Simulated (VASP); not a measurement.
Here is a VASP 6.6.1 calculation.

INCAR

```
  PREC = Accurate
  ENCUT = 500
  EDIFF = 1E-6
  ISMEAR = 0
  SIGMA = 0.05
  LREAL = F
  LASPH = T
  NELM = 120
  ALGO = Normal
  ISIF = 2
  LWAVE = F
  LCHARG = T
  GGA = PE
  LELF = T
  LVHAR = T
  NBANDS = 19
  GGA_COMPAT = F
```

The input KPOINTS:

```
regular mesh
0
Gamma
  8 8 8
```

File POSCAR:

```
K2S
1.0
    0.0000000000      3.7561775886      3.7561775886
    3.7561775886      0.0000000000      3.7561775886
    3.7561775886      3.7561775886      0.0000000000
K S
2 1
Direct
    0.2500000000      0.2500000000      0.2500000000
    0.7500000000      0.7500000000      0.7500000000
    0.0000000000      0.0000000000      0.0000000000
```

Potentials or basis: VASP PAW PBE potentials, release 64 (K_sv, S).

Run with:

```sh
$ cat potpaw_PBE.64/K_sv/POTCAR potpaw_PBE.64/S/POTCAR > POTCAR
$ mpirun -np 1 vasp_std > vasp.out
```

(1) What does it give for the pressure?

(2) What does it give for the band gap on the k mesh?

## Answers

(1) -0.3 GPa.

(2) 2.27 eV (least direct gap 2.43 eV).
